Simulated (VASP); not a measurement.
# Be (P1) in VASP: notebook, part 2 of 2

VASP 6.6.1. Earlier steps stand in the parts before.

### 3 Single point, PBE

Contents of INCAR:

```
ALGO = Normal
EDIFF = 1E-6
ENCUT = 520
GGA = PE
ISIF = 2
ISMEAR = -1
LASPH = T
LCHARG = F
LREAL = Auto
LWAVE = F
NBANDS = 60
NELM = 60
PREC = Accurate
SIGMA = 0.36
```

Contents of KPOINTS:

```
k-points
0
Gamma
  2 2 2
```

Contents of POSCAR:

```
Be
1.0
    7.0917640000      0.0000000000      0.0000000000
   -3.5458820000      6.1416480000      0.0000000000
    0.0000000000      0.0000000000      7.4085300000
Be
36
Direct
   -0.0194700378     -0.0087924284     -0.0366604441
    0.2092313060      0.2872681730      0.2912993536
    0.0027076287      0.0153704673      0.4346341312
    0.0394240874      0.1956315308      0.7572217430
    0.0252715706      0.2979004984      0.0052777002
    0.1132767977      0.5767344530      0.3103989590
   -0.0187776998      0.3175043571      0.5096287658
    0.0467112644      0.4998658341      0.7776711439
   -0.0081824891      0.6929084832     -0.0063305406
    0.1471967338      0.9250123094      0.2315844034
    0.0477465997      0.6919315467      0.5552653495
    0.2199037389      0.9813652622      0.8313255126
    0.3561315114      0.0471534676      0.0762769402
    0.4422350889      0.1920331481      0.2851442864
    0.3944364867     -0.0056825139      0.5111540346
    0.4424532549      0.2290753231      0.7244352118
    0.3186002306      0.3148829109     -0.0701083751
    0.5002950693      0.5547208176      0.2139425770
    0.3021470254      0.2996589840      0.5478819685
    0.4055103698      0.5875784480      0.7427384380
    0.2722790102      0.6040072632      0.0159545821
    0.4612441585      0.8796498920      0.2938639649
    0.3233975426      0.5927887759      0.4655714426
    0.4297493331      0.9001655582      0.8005366787
    0.6868399041     -0.0092483320     -0.0270229047
    0.8384997288      0.2623725749      0.2426797219
    0.6838468626      0.0336391796      0.4369287834
    0.7113059530      0.2164239956      0.7206287887
    0.7006470719      0.3447446028     -0.0541807889
    0.6891378883      0.4498466861      0.2378609522
    0.6680502594      0.3565980988      0.5006256302
    0.7264926229      0.5463842929      0.7444121843
    0.6433253788      0.6920455226     -0.0118107101
    0.8441677251      0.9806976890      0.1979879949
    0.6230138905      0.5828077415      0.4835777138
    0.7155457406      0.9092185029      0.7018936280
```

Potentials or basis: VASP PAW PBE potentials, release 64 (Be).

Started as:

```console
$ cat potpaw_PBE.64/Be/POTCAR > POTCAR
$ mpirun -np 1 vasp_std > vasp.out
```

It took 6.7 min on 1 thread of AMD EPYC 7R13 (Zen 3), shared host; peak memory 0.38 GiB.

It converged, with:

| Item | Value |
| --- | --- |
| Free energy | -118.4271 eV |
| Pressure | 4.3 GPa |
| Largest force | 5.487 eV/Å |
| Band gap on the k mesh | zero (band 36 reaches 5.53 eV, above the bottom of band 37 at 5.15 eV) |

Forces in eV/Å, atoms in the order of the input:
```
Be   0.356 -0.693  0.151
Be  -2.145 -0.195 -1.633
Be  -0.228 -0.377  2.223
Be   0.554 -0.220 -1.181
Be  -1.527 -0.256  1.072
Be  -1.240  0.064 -2.779
Be   0.460  0.505  0.253
Be  -0.014  0.373  0.340
Be   0.230 -0.492  0.248
Be  -2.273 -1.723  2.603
Be  -0.509  0.188 -0.371
Be  -2.825 -1.226 -1.117
Be   2.555  0.025 -4.856
Be  -0.031 -0.191  2.304
Be  -1.400  0.020  2.088
Be   2.020  0.926  0.664
Be   0.016  0.460  1.240
Be  -2.878  0.560  0.743
Be  -0.747  0.054 -0.623
Be   1.107 -0.673 -0.180
Be   0.959  1.328  0.253
Be  -1.626 -1.802 -3.635
Be   0.684  0.933  1.267
Be   0.587 -0.531 -0.422
Be  -0.660  2.041  0.166
Be  -1.033 -0.183 -0.579
Be   1.987  1.118  2.310
Be   2.497 -1.151 -0.716
Be  -0.326 -0.058  2.476
Be   2.661  2.672 -1.282
Be   2.143 -2.122 -0.373
Be   0.522  0.666 -0.263
Be   1.102 -0.771 -1.134
Be  -0.271 -0.896  0.812
Be  -1.688  2.771 -0.007
Be   0.980 -1.143 -0.063
```

Stress tensor (GPa, compression positive):
```
 3.76  0.47  0.45
 0.47  2.21 -3.57
 0.45 -3.57  6.80
```

Levels at points of the mesh, in eV from the Fermi level:
```tsv
k point	band 32	band 33	band 34	band 35	band 36	band 37	band 38	band 39	band 40	band 41
(0.00, 0.00, 0.00)	-0.55	-0.42	-0.38	-0.21	-0.13	0.08	0.33	0.53	0.57	0.88
(0.50, 0.00, 0.00)	-0.94	-0.82	-0.51	-0.35	-0.06	0.17	0.33	0.77	0.99	1.03
(0.00, 0.50, 0.00)	-1.13	-0.80	-0.72	-0.61	-0.02	0.20	0.37	0.83	0.91	1.08
(0.50, 0.50, 0.00)	-1.13	-0.72	-0.45	-0.37	-0.02	0.51	0.53	0.84	0.99	1.17
(0.00, 0.00, 0.50)	-1.08	-0.99	-0.75	-0.68	-0.64	-0.40	-0.23	-0.05	0.20	1.56
(0.50, 0.00, 0.50)	-1.17	-0.82	-0.76	-0.68	-0.54	0.55	0.62	0.85	1.15	1.32
(0.00, 0.50, 0.50)	-1.35	-1.23	-0.96	-0.76	-0.55	0.47	1.04	1.16	1.23	1.44
(0.50, 0.50, 0.50)	-1.04	-0.88	-0.66	-0.45	-0.10	0.39	0.71	0.77	1.21	1.40
```

Caveat: the k points lie up to 0.51 Å⁻¹ apart; forces of over 1 eV/Å act on the atoms, so gaps and moduli don't describe the material at rest.

### 4 Single point, PBE

Contents of INCAR:

```
SYSTEM = Be
PREC     = Accurate       ! precision mode
ENCUT    = 520            ! plane-wave cutoff, eV
EDIFF    = 1E-6           ! SCF threshold, eV
ISMEAR   = -1             ! smearing method
SIGMA    = 0.36           ! smearing width, eV
LREAL    = Auto         
LASPH    = .True.         ! aspherical terms in the spheres
NELM     = 80             ! most SCF steps
ALGO     = Normal         ! electronic algorithm
ISIF     = 2              ! what is computed and relaxed
LWAVE    = .False.        ! write WAVECAR
LCHARG   = .False.        ! write CHGCAR
GGA      = PE             ! functional
NBANDS   = 60             ! bands
```

Contents of KPOINTS:

```
regular mesh
0
Gamma
  2 2 2
  0 0 0
```

Contents of POSCAR:

```
Be
1.0
    7.0917640000      0.0000000000      0.0000000000
   -3.5458820000      6.1416480000      0.0000000000
    0.0000000000      0.0000000000      7.4085300000
Be
36
Direct
   -0.0015972290     -0.0074247173     -0.0381992109
    0.2539210102      0.3363755135      0.3302544499
   -0.0543911687     -0.0243745653      0.4969811825
    0.0314445867      0.2116532891      0.7430218950
   -0.0195727201      0.2575367393      0.0059256020
    0.0741575744      0.6393072348      0.2833490585
    0.0000803295      0.2933740260      0.5041216004
    0.0063677331      0.5075347855      0.7971351942
    0.0272765079      0.6919966758     -0.0061685652
    0.0636026730      0.8786403910      0.2566231088
    0.0082394581      0.6368323290      0.5487323396
    0.2177000914      0.9927791368      0.8485219065
    0.3750618234      0.0571507843      0.0370788807
    0.4546483130      0.1630506991      0.2700535734
    0.3217491451     -0.0660571886      0.5431441865
    0.4877317833      0.2865517529      0.7416181078
    0.2981976872      0.2966956100     -0.0576902570
    0.5148748621      0.5577656030      0.1959902977
    0.2496855579      0.2886196018      0.5837865272
    0.4577363374      0.5821564505      0.7834212725
    0.3038406762      0.5823844024     -0.0202874254
    0.4363563071      0.8478668918      0.2608479685
    0.2821457417      0.5950031653      0.5096557617
    0.4313900030      0.9121330301      0.8245225436
    0.7087206354      0.0772105467     -0.0578117386
    0.7958064741      0.2384376311      0.2371050667
    0.7268888946     -0.0067897086      0.4495763667
    0.7188514145      0.1852922864      0.7191710096
    0.7485999378      0.3627853631     -0.0531549444
    0.7533586232      0.4835021480      0.2377664665
    0.6581420647      0.3150945805      0.4801357354
    0.7374709814      0.5970221673      0.7259469827
    0.6524876261      0.7314649097     -0.0440573231
    0.8365242488      0.9447952732      0.1919409114
    0.5683660813      0.5889135945      0.4768287366
    0.6641628637      0.8523933641      0.6723736018
```

Started as:

```console
$ cat potpaw_PBE.64/Be/POTCAR > POTCAR
$ mpirun -np 1 vasp_std > vasp.out
```

It took 6.8 min on 1 thread of AMD EPYC 7R13 (Zen 3), shared host; peak memory 0.39 GiB.

Results (log left out):

```yaml
Free_energy: -114.9833 eV
Pressure: 8.4 GPa
Largest_force: 6.138 eV/Å
Band_gap_on_the_k_mesh: zero (band 36 reaches 5.62 eV, above the bottom of band 37 at 5.19 eV)
```

Forces on the atoms (eV/Å):
```
Be  -1.548 -0.713  1.122
Be  -0.702 -0.337 -1.777
Be   5.092 -0.634  0.901
Be  -0.550 -1.544  2.694
Be   1.417  3.024  1.071
Be   3.686 -3.344  0.230
Be  -2.461  1.058 -0.835
Be   1.867 -0.495 -1.855
Be  -0.462  1.047  1.520
Be   0.089  2.389 -0.291
Be  -1.259  0.308 -0.686
Be  -1.459 -0.534 -5.525
Be   1.280 -0.299  1.243
Be  -0.374  1.246  1.354
Be   0.104  1.066 -0.292
Be   0.617 -1.375 -0.036
Be  -0.324  0.066  0.835
Be  -0.899  0.603 -0.880
Be   2.870  0.277 -0.067
Be  -0.799 -2.605 -3.650
Be  -2.136  0.537  2.612
Be   0.303  0.034 -0.739
Be   0.042  0.865  0.054
Be   0.815 -2.005 -1.191
Be   0.673 -3.326  2.276
Be   0.142 -1.367  0.046
Be  -5.622  0.839 -2.317
Be   0.065  0.479 -2.464
Be  -1.799  1.006  1.684
Be  -1.051  1.744 -0.049
Be   0.592  0.217  0.848
Be   2.345  0.395  0.223
Be   0.796  0.917  1.365
Be  -2.320  0.186  0.563
Be   0.862 -0.025  0.160
Be   0.107  0.301  1.851
```

Stress tensor (GPa, compression positive):
```
13.81  0.91 -2.22
 0.91  2.25 -1.65
-2.22 -1.65  9.03
```

Levels at points of the mesh, in eV from the Fermi level:
```
           k point  band 34  band 35  band 36  band 37  band 38  band 39
(0.00, 0.00, 0.00)    -0.20    -0.07     0.11     0.20     0.38     0.54
(0.50, 0.00, 0.00)    -0.63    -0.53    -0.31     0.05     0.27     0.60
(0.00, 0.50, 0.00)    -0.71    -0.54    -0.14     0.30     0.35     0.61
(0.50, 0.50, 0.00)    -0.68    -0.36     0.15     0.42     0.44     0.77
(0.00, 0.00, 0.50)    -0.83    -0.69    -0.38    -0.29    -0.06     0.14
(0.50, 0.00, 0.50)    -0.79    -0.46    -0.02     0.13     0.68     0.86
(0.00, 0.50, 0.50)    -0.77    -0.62     0.06     0.19     0.54     0.75
(0.50, 0.50, 0.50)    -0.49    -0.39    -0.32     0.24     0.51     0.69
```

Caveat: the k points lie up to 0.51 Å⁻¹ apart; forces of over 1 eV/Å act on the atoms, so gaps and moduli don't describe the material at rest.
